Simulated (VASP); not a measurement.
# BN in VASP: settings compared

BN is run at these levels: PBE, PBE+D3(BJ), PBEsol-based global hybrid with 25 % exact exchange, LAK; tasks: single point, relaxation of cell and atoms.

Everything below comes from runs of VASP 6.6.1. Logs are shortened: lines on timing, memory, paths and dates and some standing lists are left out, and cuts for length are marked.

**1. The cell of the first run**

The typed cell holds 2 atoms: a = 2.564 Å, b = 2.564 Å, c = 2.564 Å, α = 60.00°, β = 60.00°, γ = 60.00°.

**2. Single point, PBE (atoms moved at random)**

INCAR reads:

```
SYSTEM = BN
ALGO = Normal
EDIFF = 1E-7
ENCUT = 450
ISIF = 2
ISMEAR = 0
LASPH = .TRUE.
LCHARG = .FALSE.
LREAL = .FALSE.
LWAVE = .FALSE.
NELM = 100
PREC = Accurate
SIGMA = 0.02
```

KPOINTS reads:

```
k-points
0
Gamma
  11 11 11
```

POSCAR reads:

```
BN
1.0
    0.0000000000      1.8130010000      1.8130010000
    1.8130010000      0.0000000000      1.8130010000
    1.8130010000      1.8130010000      0.0000000000
N B
1 1
Direct
    0.2401120000      0.2493350000      0.2628610000
    0.0028340000      0.0063430000     -0.0063740000
```

Potentials or basis: VASP PAW PBE potentials, release 64 (N, B).

Command:

```bash
cat potpaw_PBE.64/N/POTCAR potpaw_PBE.64/B/POTCAR > POTCAR
mpirun -np 1 vasp_std > vasp.out
```

OUTCAR:

```text
SYSTEM = BN
   EDIFF = 1E-7
   ENCUT = 450
   ISIF = 2
   ISMEAR = 0
   LASPH = .TRUE.
   LREAL = .FALSE.
   NELM = 100
   PREC = Accurate

 Found    666 irreducible k-points:

 Following reciprocal coordinates:
            Coordinates               Weight
  0.000000  0.000000  0.000000      1.000000
  0.090909  0.000000  0.000000      2.000000
  0.000000  0.090909  0.000000      2.000000
  0.000000  0.000000  0.090909      2.000000
  0.090909  0.090909  0.090909      2.000000
  0.181818  0.000000  0.000000      2.000000
   k-points           NKPTS =    666   k-points in BZ     NKDIM =    666   number of bands    NBANDS=      8
   number of dos      NEDOS =    301   number of ions     NIONS =      2
   total plane-waves  NPLWV =   5832
   dimension x,y,z NGX =    18 NGY =   18 NGZ =   18
   dimension x,y,z NGXF=    36 NGYF=   36 NGZF=   36
   ions per type =               1   1
   NGX,Y,Z   is equivalent  to a cutoff of  11.67, 11.67, 11.67 a.u.
   NGXF,Y,Z  is equivalent  to a cutoff of  23.34, 23.34, 23.34 a.u.
 SYSTEM =  BN
   PREC   = accura    normal or accurate (medium, high low for compatibility)
   ISTART =      0    job   : 0-new  1-cont  2-samecut
   ICHARG =      2    charge: 1-file 2-atom 10-const
   ISPIN  =      1    spin polarized calculation?
   LNONCOLLINEAR =      F non collinear calculations
   LSORBIT =      F    spin-orbit coupling
   LASPH  =      T    aspherical Exc in radial PAW
   ENCUT  =  450.0 eV  33.07 Ry    5.75 a.u.   4.43  4.43  4.43*2*pi/ulx,y,z
   NELM   =    100;   NELMIN=  2; NELMDL= -5     # of ELM steps
   EDIFF  = 0.1E-06   stopping-criterion for ELM
   LREAL  =      F    real-space projection
   EDIFFG = 0.1E-05   stopping-criterion for IOM
   NSW    =      0    number of steps for IOM
   IBRION =     -1    ionic relax: 0-MD 1-quasi-New 2-CG
   NFREE  =      0    steps in history (QN), initial steepest desc. (CG)
   ISIF   =      2    stress and relaxation
   ISYM   =      2    0-nonsym 1-usesym 2-fastsym
   POTIM  = 0.5000    time-step for ionic-motion
   TEBEG  =    0.0;   TEEND  =   0.0 temperature during run

   SCALEE = 1.0000    scale energy and forces
   PSTRESS=    0.0 pullay stress
   NELECT =       8.0000    total number of electrons
   NUPDOWN=      -1.0000    fix difference up-down
   EMIN   =  10.00;   EMAX   =-10.00  energy-range for DOS
   EFERMI =   0.00;   METHOD = LEGACY
   ISMEAR =     0;   SIGMA  =   0.02  broadening in eV -4-tet -1-fermi 0-gaus
   EFERMI_NEDOS =   21; number of points for ismear=-14 and -15
   IALGO  =     38    algorithm
   IMIX   =      4    mixing-type and parameters
     AMIX     =   0.40;   BMIX     =  1.00
     AMIX_MAG =   1.60;   BMIX_MAG =  1.00
  volume/ion in A,a.u.               =       5.96        40.22
  Fermi-wavevector in a.u.,A,eV,Ry     =   1.433387  2.708709 27.954506  2.054598
  Thomas-Fermi vector in A             =   2.552911
   LORBIT       =      0    0 simple, 1 ext, 2 COOP (PROOUT), +10 PAW based schemes
   GGA     = PE    functional components
   LHFCALC =     F    Hartree Fock is set to
   AEXX    =    0.0000 exact exchange contribution
   IVDW    =     0    specifies the selected vdW correction
   LEPSILON=     F    determine dielectric tensor
   LRPA    =     F    only Hartree local field effects (RPA)

   CSHIFT  =0.1000    complex shift for real part using Kramers Kronig

   OMEGAMAX=  -1.0    maximum frequency
 non-spin polarized calculation
 Gauss-broadening in eV      SIGMA  =   0.02
  energy-cutoff  :      450.00
  volume of cell :       11.92
 maximum number of plane-waves:       271
 NGX is ok and might be reduce to    18
   NGX =  9   NGY =  9   NGZ =  9

 number of electron       8.0000000 magnetization

 Free energy of the ion-electron system (eV)
  ---------------------------------------------------
  ext. energy  EPLUGINS =         0.00000000
  ---------------------------------------------------
  free energy    TOTEN  =       -17.43042121 eV

  energy without entropy =      -17.43042121  energy(sigma->0) =      -17.43042121

 E-fermi :   7.7284     XC(G=0): -12.7771

 val. band max:        7.6171542171   @ k =   0.0000   0.0000   0.0000
 cond. band min:      11.8212813710   @ k =   0.4545   0.0000   0.4545
 fundamental gap:      4.2041271539
 Fermi energy:         7.7284196038

 k-point     1 :       0.0000    0.0000    0.0000
  band No.  band energies     occupation
      1     -12.8373      2.00000
      2       6.8467      2.00000
      3       7.3957      2.00000
      4       7.6172      2.00000
      5      15.8134      0.00000
      6      15.9753      0.00000
      7      16.4423      0.00000
      8      17.5088      0.00000

 k-point     2 :       0.0909    0.0000    0.0000
  band No.  band energies     occupation
      1     -12.6377      2.00000
      2       6.3586      2.00000
      3       6.7654      2.00000
      4       7.2207      2.00000
      5      16.1031      0.00000
      6      16.2687      0.00000
      7      16.7831      0.00000
      8      18.1099      0.00000

 k-point     3 :       0.0000    0.0909    0.0000
  band No.  band energies     occupation
      1     -12.6379      2.00000
      2       6.2661      2.00000
      3       6.7658      2.00000
      4       7.3256      2.00000
      5      16.0517      0.00000
      6      16.2803      0.00000
      7      16.7956      0.00000
      8      18.1384      0.00000

 k-point     4 :       0.0000    0.0000    0.0909
  band No.  band energies     occupation
      1     -12.6392      2.00000
      2       5.8669      2.00000
      3       7.1565      2.00000
      4       7.3819      2.00000
      5      16.1487      0.00000
      6      16.3150      0.00000
      7      16.5063      0.00000
      8      18.3090      0.00000

 k-point     5 :       0.0909    0.0909    0.0909
  band No.  band energies     occupation
      1     -12.6383      2.00000
      2       6.1346      2.00000
      3       6.8431      2.00000
      4       7.3956      2.00000
      5      16.0847      0.00000
      6      16.2015      0.00000
      7      16.8001      0.00000
      8      18.1820      0.00000

 k-point     6 :       0.1818    0.0000    0.0000
  band No.  band energies     occupation
      1     -12.0469      2.00000
      2       4.0005      2.00000
      3       6.2305      2.00000
      4       6.7470      2.00000
      5      16.5109      0.00000
      6      16.8480      0.00000
      7      17.5033      0.00000
      8      19.5533      0.00000

 [... further k-points ...]

------------------------ aborting loop because EDIFF is reached ----------------------------------------

  FORCE on cell =-STRESS in cart. coord.  units (eV):
  Direction    XX          YY          ZZ          XY          YZ          ZX
  --------------------------------------------------------------------------------------
  -------------------------------------------------------------------------------------
  Total       -0.0626953     -0.0593061     -0.0702853      0.0669123     -0.0537018     -0.0549109
  in kB       -8.4279382     -7.9723461     -9.4482358      8.9948245     -7.2189736     -7.3815018
  external PRESSURE =      -8.6161734 kB  Pullay stress =       0.0000000 kB

 VOLUME and BASIS-vectors are now :
 -----------------------------------------------------------------------------
  energy-cutoff  :      450.00
  volume of cell :       11.92
      direct lattice vectors                 reciprocal lattice vectors
     0.000000000  1.813001000  1.813001000    -0.275785838  0.275785838  0.275785838
     1.813001000  0.000000000  1.813001000     0.275785838 -0.275785838  0.275785838
     1.813001000  1.813001000  0.000000000     0.275785838  0.275785838 -0.275785838

 POSITION                                       TOTAL-FORCE (eV/Angst)
 -----------------------------------------------------------------------------------
      0.92861      0.91189      0.88737        -0.567481     -0.356383      0.873512
      1.81294      1.80658      0.01664         0.567481      0.356383     -0.873512
 -----------------------------------------------------------------------------------
    total drift:                               -0.000062     -0.000050      0.000056

  FREE ENERGIE OF THE ION-ELECTRON SYSTEM (eV)
  ---------------------------------------------------
  free  energy   TOTEN  =       -17.4304212054 eV

  energy  without entropy=      -17.4304212054  energy(sigma->0) =      -17.43042121
```

It took 28 s on 1 thread of Intel Xeon 6975P-C (Granite Rapids), shared host; peak memory 0.15 GiB.

What came out:

```yaml
Free_energy: -17.4304 eV
Largest_force: 1.101 eV/Å
Band_gap_on_the_k_mesh: 4.20 eV (least direct gap 8.20 eV)
```

Forces on the atoms (eV/Å):
```
N   -0.567 -0.356  0.874
B    0.567  0.356 -0.874
```

Levels at points of the mesh, in eV from the valence-band top:
```
           k point  band 1  band 2  band 3  band 4  band 5  band 6  band 7  band 8
(0.00, 0.00, 0.00)  -20.45   -0.77   -0.22    0.00    8.20    8.36    8.83    9.89
```

Caveat: the cell differs from its parent crystal (atoms moved at random); the cutoff is under 1.25 times the usual one of these potentials, so pressure, stress and relaxed cells hold a basis-set (Pulay) error; an odd mesh through Γ misses points on the zone boundary, where band edges can lie.

**3. Single point, PBE+D3(BJ)**

INCAR reads:

```
SYSTEM = BN
  ALGO = Normal
  EDIFF = 1E-6
  ENCUT = 600
  GGA = PE
  GGA_COMPAT = .False.
  ISIF = 2
  ISMEAR = 0
  IVDW = 12
  LASPH = .True.
  LCHARG = .True.
  LELF = .True.
  LREAL = .False.
  LVHAR = .True.
  LWAVE = .False.
  NBANDS = 11
  NELM = 120
  PREC = Accurate
  SIGMA = 0.01
```

KPOINTS reads:

```
k-points
0
Gamma
  13 13 13
  0 0 0
```

POSCAR reads:

```
BN
1.0
    0.0000000000      1.8130010000      1.8130010000
    1.8130010000      0.0000000000      1.8130010000
    1.8130010000      1.8130010000      0.0000000000
N B
1 1
Direct
    0.7500000000      0.7500000000      0.7500000000
    0.0000000000      0.0000000000      0.0000000000
```

Potentials or basis: VASP PAW PBE potentials, release 64 (N, B).

Command:

```bash
cat potpaw_PBE.64/N/POTCAR potpaw_PBE.64/B/POTCAR > POTCAR
mpirun -np 1 vasp_std > vasp.out
```

Run time: 5.8 s. Hardware: 1 thread of Intel Xeon 6975P-C (Granite Rapids), shared host; peak memory 0.14 GiB.

It converged, with:

* Free energy: -17.8692 eV
* Pressure: -6.0 GPa
* Band gap on the k mesh: 4.52 eV (least direct gap 8.78 eV)
* Dispersion energy per atom: -0.207 eV

Levels at points of the mesh, in eV from the valence-band top:
```csv
k point,band 2,band 3,band 4,band 5,band 6,band 7
"(0.00, 0.00, 0.00)",0.00,0.00,0.00,8.78,8.78,8.78
```

Caveat: three body term missing; the cell stands under tension; an odd mesh through Γ misses points on the zone boundary, where band edges can lie.

[end of part 1 of 3]
